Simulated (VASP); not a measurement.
# Sc (Fm-3m) in VASP: notebook

Sc is run at these levels: PBE; tasks: single point.

All numbers are computed with VASP 6.6.1; they aren't measurements. Logs are shortened: lines on timing, memory, paths and dates and some standing lists are left out, and cuts for length are marked.

## (1) The cell of the first run

The structure is cubic, space group Fm-3m (No. 225). The conventional cell has a = 4.741 Å, b = 4.741 Å, c = 4.741 Å, α = 90.00°, β = 90.00°, γ = 90.00°. Within 4.4 Å of Sc (site symmetry m-3m) lie 12 Sc at 3.35 Å.

## (2) Single point, PBE, collinear spin, ferromagnetic start (volume scaled by 1.08)

The input, INCAR:

```
PREC = Accurate
ENCUT = 520
EDIFF = 1E-6
ISMEAR = -1
SIGMA = 0.05
LREAL = F
LASPH = T
NELM = 150
ALGO = Normal
ISIF = 2
LWAVE = F
LCHARG = T
ISPIN = 2
MAGMOM = 1
LORBIT = 11
LMAXMIX = 4
GGA = PE
LELF = T
LVHAR = T
NBANDS = 16
```

The input, KPOINTS:

```
regular mesh
0
Gamma
  19 19 19
```

The input, POSCAR:

```
Sc
1.0
    0.0000000000      2.3707099037      2.3707099037
    2.3707099037      0.0000000000      2.3707099037
    2.3707099037      2.3707099037      0.0000000000
Sc
1
Direct
    0.0000000000      0.0000000000      0.0000000000
```

Potentials or basis: VASP PAW PBE potentials, release 64 (Sc_sv).

Launch:

```
cat potpaw_PBE.64/Sc_sv/POTCAR > POTCAR
mpirun -np 1 vasp_std > vasp.out
```

OUTCAR:

```text
PREC = Accurate
   ENCUT = 520
   EDIFF = 1E-6
   ISMEAR = -1
   LREAL = F
   LASPH = T
   NELM = 150
   ISIF = 2
   ISPIN = 2
   LORBIT = 11
   GGA = PE

 ion  position               nearest neighbor table
   1  0.000  0.000  0.000-

  LATTYP: Found a face centered cubic cell.
 ALAT       =     4.7414198074

  Lattice vectors:

 A1 = (   0.0000000000,   2.3707099037,   2.3707099037)
 A2 = (   2.3707099037,   0.0000000000,   2.3707099037)
 A3 = (   2.3707099037,   2.3707099037,   0.0000000000)

Analysis of symmetry for initial positions (statically):
=====================================================================
 Subroutine PRICEL returns:
 Original cell was already a primitive cell.

 Routine SETGRP: Setting up the symmetry group for a
 face centered cubic supercell.

 Subroutine GETGRP returns: Found 48 space group operations
 (whereof 48 operations were pure point group operations)
 out of a pool of 48 trial point group operations.

The static configuration has the point symmetry O_h .

Analysis of symmetry for dynamics (positions and initial velocities):
=====================================================================
 Subroutine PRICEL returns:
 Original cell was already a primitive cell.

 Routine SETGRP: Setting up the symmetry group for a
 face centered cubic supercell.

 Subroutine GETGRP returns: Found 48 space group operations
 (whereof 48 operations were pure point group operations)
 out of a pool of 48 trial point group operations.

The dynamic configuration has the point symmetry O_h .

Analysis of structural, dynamic, and magnetic symmetry:
=====================================================================
 Subroutine PRICEL returns:
 Original cell was already a primitive cell.

 Routine SETGRP: Setting up the symmetry group for a
 face centered cubic supercell.

 Subroutine GETGRP returns: Found 48 space group operations
 (whereof 48 operations were pure point group operations)
 out of a pool of 48 trial point group operations.

The overall configuration has the point symmetry O_h .

 Subroutine INISYM returns: Found 48 space group operations
 (whereof 48 operations are pure point group operations),
 and found     1 'primitive' translations

----------------------------------------------------------------------------------------

                                     Primitive cell

  volume of cell :      26.6480

  direct lattice vectors                    reciprocal lattice vectors
     0.000000000  2.370709904  2.370709904    -0.210907290  0.210907290  0.210907290
     2.370709904  0.000000000  2.370709904     0.210907290 -0.210907290  0.210907290
     2.370709904  2.370709904  0.000000000     0.210907290  0.210907290 -0.210907290

  length of vectors
     3.352690098  3.352690098  3.352690098     0.365302141  0.365302141  0.365302141

  position of ions in fractional coordinates (direct lattice)
     0.000000000  0.000000000  0.000000000

  ion indices of the primitive-cell ions
   primitive index   ion index
                 1           1

----------------------------------------------------------------------------------------

 KPOINTS: regular mesh

Automatic generation of k-mesh.
 Grid dimensions read from file:
 generate k-points for:   19   19   19

 Generating k-lattice:

  Cartesian coordinates                     Fractional coordinates (reciprocal lattice)
    -0.011100384  0.011100384  0.011100384     0.052631579  0.000000000  0.000000000
     0.011100384 -0.011100384  0.011100384     0.000000000  0.052631579  0.000000000
     0.011100384  0.011100384 -0.011100384     0.000000000  0.000000000  0.052631579

  Length of vectors
     0.019226428  0.019226428  0.019226428

  Shift w.r.t. Gamma in fractional coordinates (k-lattice)
     0.000000000  0.000000000  0.000000000

 Subroutine IBZKPT returns following result:
 ===========================================

 Found    220 irreducible k-points:

 Following reciprocal coordinates:
            Coordinates               Weight
  0.000000  0.000000  0.000000      1.000000
  0.052632  0.000000  0.000000      8.000000
  0.105263  0.000000  0.000000      8.000000
  0.157895  0.000000  0.000000      8.000000
  0.210526  0.000000  0.000000      8.000000
  0.263158  0.000000  0.000000      8.000000
[... 16 lines left out ...]
 -0.315789  0.052632  0.000000     24.000000
 -0.263158  0.052632  0.000000     24.000000
 [... further k-points ...]
   k-points           NKPTS =    220   k-points in BZ     NKDIM =    220   number of bands    NBANDS=     16
   number of dos      NEDOS =    301   number of ions     NIONS =      1
   total plane-waves  NPLWV =  21952
   dimension x,y,z NGX =    28 NGY =   28 NGZ =   28
   dimension x,y,z NGXF=    56 NGYF=   56 NGZF=   56
   ions per type =               1
   NGX,Y,Z   is equivalent  to a cutoff of  13.88, 13.88, 13.88 a.u.
   NGXF,Y,Z  is equivalent  to a cutoff of  27.77, 27.77, 27.77 a.u.
 SYSTEM =  unknown system
   PREC   = accura    normal or accurate (medium, high low for compatibility)
   ISTART =      0    job   : 0-new  1-cont  2-samecut
   ICHARG =      2    charge: 1-file 2-atom 10-const
   ISPIN  =      2    spin polarized calculation?
   LNONCOLLINEAR =      F non collinear calculations
   LSORBIT =      F    spin-orbit coupling
   LASPH  =      T    aspherical Exc in radial PAW
   ENCUT  =  520.0 eV  38.22 Ry    6.18 a.u.   6.23  6.23  6.23*2*pi/ulx,y,z
   NELM   =    150;   NELMIN=  2; NELMDL= -5     # of ELM steps
   EDIFF  = 0.1E-05   stopping-criterion for ELM
   LREAL  =      F    real-space projection
   EDIFFG = 0.1E-04   stopping-criterion for IOM
   NSW    =      0    number of steps for IOM
   IBRION =     -1    ionic relax: 0-MD 1-quasi-New 2-CG
   NFREE  =      0    steps in history (QN), initial steepest desc. (CG)
   ISIF   =      2    stress and relaxation
   ISYM   =      2    0-nonsym 1-usesym 2-fastsym
   POTIM  = 0.5000    time-step for ionic-motion
   TEBEG  =    0.0;   TEEND  =   0.0 temperature during run
   PSTRESS=    0.0 pullay stress
   NELECT =      11.0000    total number of electrons
   NUPDOWN=      -1.0000    fix difference up-down
   EMIN   =  10.00;   EMAX   =-10.00  energy-range for DOS
   EFERMI =   0.00;   METHOD = LEGACY
   ISMEAR =    -1;   SIGMA  =   0.05  broadening in eV -4-tet -1-fermi 0-gaus
   EFERMI_NEDOS =   21; number of points for ismear=-14 and -15
   IALGO  =     38    algorithm
   IMIX   =      4    mixing-type and parameters
     AMIX     =   0.40;   BMIX     =  1.00
     AMIX_MAG =   1.60;   BMIX_MAG =  1.00
  volume/ion in A,a.u.               =      26.65       179.83
  Fermi-wavevector in a.u.,A,eV,Ry     =   1.218945  2.303471 20.215890  1.485826
  Thomas-Fermi vector in A             =   2.354214
   LORBIT       =     11    0 simple, 1 ext, 2 COOP (PROOUT), +10 PAW based schemes
   GGA     = PE    functional components
   LHFCALC =     F    Hartree Fock is set to
   AEXX    =    0.0000 exact exchange contribution
   IVDW    =     0    specifies the selected vdW correction
   LEPSILON=     F    determine dielectric tensor
   LRPA    =     F    only Hartree local field effects (RPA)
 spin polarized calculation
  energy-cutoff  :      520.00
  volume of cell :       26.65
 maximum number of plane-waves:       730
 NGX is ok and might be reduce to    28
   NGX = 13   NGY = 13   NGZ = 13

 number of electron      11.0000002 magnetization       0.0008068

 Free energy of the ion-electron system (eV)
  ---------------------------------------------------
  ext. energy  EPLUGINS =         0.00000000
  ---------------------------------------------------
  free energy    TOTEN  =        -6.18740441 eV

  energy without entropy =       -6.16916135  energy(sigma->0) =       -6.17828288

 E-fermi :   3.2875     XC(G=0):  -9.5698

 val. band max:        3.2799855494   @ k =   0.3684   0.3158   0.0526
 cond. band min:       3.2878155651   @ k =   0.3684   0.2632   0.0000
 fundamental gap:      0.0078300156
 Fermi energy:         3.2875352610

 spin component 1

 k-point     1 :       0.0000    0.0000    0.0000
  band No.  band energies     occupation
      1     -46.3617      1.00000
      2     -24.8150      1.00000
      3     -24.8150      1.00000
      4     -24.8150      1.00000
      5      -1.7410      1.00000
      6       4.7587      0.00000
[... 8 lines left out ...]
     15      21.2536      0.00000
     16      22.0086      0.00000

 k-point     2 :       0.0526    0.0000    0.0000
  band No.  band energies     occupation
      1     -46.3606      1.00000
      2     -24.8234      1.00000
      3     -24.8161      1.00000
      4     -24.8161      1.00000
      5      -1.6753      1.00000
      6       4.7114      0.00000
[... 8 lines left out ...]
     15      21.4492      0.00000
     16      22.0089      0.00000
[... 387 lines left out ...]
      5       0.5436      1.00000
      6       3.6525      0.00068
[... 8 lines left out ...]
     15      20.1800      0.00000
     16      20.4969      0.00000

 k-point    24 :      -0.2632    0.0526    0.0000
  band No.  band energies     occupation
      1     -46.3362      1.00000
      2     -24.9953      1.00000
      3     -24.8483      1.00000
      4     -24.8362      1.00000
      5      -0.0107      1.00000
      6       3.8430      0.00001
[... 8 lines left out ...]
     15      20.1951      0.00000
     16      20.2547      0.00000

 [... further k-points ...]

 spin component 2

 k-point     1 :       0.0000    0.0000    0.0000
  band No.  band energies     occupation
      1     -46.3614      1.00000
      2     -24.8147      1.00000
      3     -24.8147      1.00000
      4     -24.8147      1.00000
      5      -1.7403      1.00000
      6       4.7592      0.00000
[... 8 lines left out ...]
     15      21.2540      0.00000
     16      22.0094      0.00000

 k-point     2 :       0.0526    0.0000    0.0000
  band No.  band energies     occupation
      1     -46.3603      1.00000
      2     -24.8230      1.00000
      3     -24.8158      1.00000
      4     -24.8158      1.00000
      5      -1.6746      1.00000
      6       4.7119      0.00000
[... 8 lines left out ...]
     15      21.4498      0.00000
     16      22.0097      0.00000
[... 387 lines left out ...]
      5       0.5443      1.00000
      6       3.6531      0.00067
[... 8 lines left out ...]
     15      20.1806      0.00000
     16      20.4976      0.00000

 k-point    24 :      -0.2632    0.0526    0.0000
  band No.  band energies     occupation
      1     -46.3358      1.00000
      2     -24.9949      1.00000
      3     -24.8480      1.00000
      4     -24.8359      1.00000
      5      -0.0100      1.00000
      6       3.8436      0.00001
[... 8 lines left out ...]
     15      20.1958      0.00000
     16      20.2553      0.00000

 [... further k-points ...]
[... 5 lines left out ...]
  --------------------------------------------------------------------------------------
  -------------------------------------------------------------------------------------
  Total       -0.5784202     -0.5784202     -0.5784202      0.0000000      0.0000000      0.0000000
  in kB      -34.7767323    -34.7767323    -34.7767323      0.0000000      0.0000000      0.0000000
  external PRESSURE =     -34.7767323 kB  Pullay stress =       0.0000000 kB

 VOLUME and BASIS-vectors are now :
 -----------------------------------------------------------------------------
  energy-cutoff  :      520.00
  volume of cell :       26.65
      direct lattice vectors                 reciprocal lattice vectors
     0.000000000  2.370709904  2.370709904    -0.210907290  0.210907290  0.210907290
     2.370709904  0.000000000  2.370709904     0.210907290 -0.210907290  0.210907290
     2.370709904  2.370709904  0.000000000     0.210907290  0.210907290 -0.210907290

 POSITION                                       TOTAL-FORCE (eV/Angst)
 -----------------------------------------------------------------------------------
      0.00000      0.00000      0.00000        -0.000000      0.000000      0.000000
 -----------------------------------------------------------------------------------
    total drift:                               -0.000000     -0.000000     -0.000000

  FREE ENERGIE OF THE ION-ELECTRON SYSTEM (eV)
  ---------------------------------------------------
  free  energy   TOTEN  =        -6.1874044102 eV

  energy  without entropy=       -6.1691613544  energy(sigma->0) =       -6.17828288

 total charge

# of ion       s       p       d       tot
------------------------------------------
    1        2.262   6.089   0.962   9.313

 magnetization (x)

# of ion       s       p       d       tot
------------------------------------------
    1        0.000   0.000   0.000   0.000
```

Run time: 8.9 min. Hardware: 1 thread of Oxide Virtual Turin-like, shared host; peak memory 0.23 GiB.

What came out:

```yaml
Free_energy: -6.1874 eV
Pressure: -3.5 GPa
Net_moment: 0.00 μB per cell
Valence_electrons_inside_the_program's_atomic_spheres: Sc 9.31
```

## (3) Single point, PBE, collinear spin, ferromagnetic start (volume scaled by 1.12)

The input, INCAR:

```
SYSTEM = Sc
ALGO     = Normal         ! electronic algorithm
EDIFF    = 1E-6           ! SCF threshold, eV
ENCUT    = 520            ! plane-wave cutoff, eV
GGA      = PE             ! functional
ISIF     = 2              ! what is computed and relaxed
ISMEAR   = -1             ! smearing method
ISPIN    = 2              ! spin polarisation
LASPH    = .TRUE.         ! aspherical terms in the spheres
LCHARG   = .TRUE.         ! write CHGCAR
LELF     = .TRUE.         ! ELF
LMAXMIX  = 4              ! l up to which the mixer works
LORBIT   = 11             ! projections on sites
LREAL    = .FALSE.        ! projectors in reciprocal space
LVHAR    = .TRUE.       
LWAVE    = .FALSE.        ! write WAVECAR
MAGMOM   = 1              ! initial moments
NBANDS   = 16             ! bands
NELM     = 150            ! most SCF steps
PREC     = Accurate       ! precision mode
SIGMA    = 0.05           ! smearing width, eV
```

The input, KPOINTS:

```
k-points
0
G
  19 19 19
  0 0 0
```

The input, POSCAR:

```
Sc
1.0
    0.0000000000      2.3996238497      2.3996238497
    2.3996238497      0.0000000000      2.3996238497
    2.3996238497      2.3996238497      0.0000000000
Sc
1
Direct
    0.0000000000      0.0000000000      0.0000000000
```

Potentials or basis: VASP PAW PBE potentials, release 64 (Sc_sv).

Launch:

```
cat potpaw_PBE.64/Sc_sv/POTCAR > POTCAR
mpirun -np 1 vasp_std > vasp.out
```

It took 11 min on 1 thread of Oxide Virtual Turin-like, shared host; peak memory 0.24 GiB.

The run converged. Its results:

- Free energy: -6.1620 eV
- Pressure: -4.8 GPa
- Net moment: 0.00 μB per cell
- Valence electrons inside the program's atomic spheres: Sc 9.28

Levels at points of the mesh, in eV from the Fermi level:
Spin up:
| k point | band 1 | band 2 | band 3 | band 4 | band 5 | band 6 | band 7 | band 8 | band 9 | band 10 |
| --- | --- | --- | --- | --- | --- | --- | --- | --- | --- | --- |
| (0.00, 0.00, 0.00) | -49.75 | -28.22 | -28.22 | -28.22 | -4.95 | 1.42 | 1.42 | 1.42 | 2.59 | 2.59 |
Spin down:
| k point | band 3 | band 4 | band 5 | band 6 | band 7 | band 8 |
| --- | --- | --- | --- | --- | --- | --- |
| (0.00, 0.00, 0.00) | -28.22 | -28.22 | -4.95 | 1.42 | 1.42 | 1.42 |
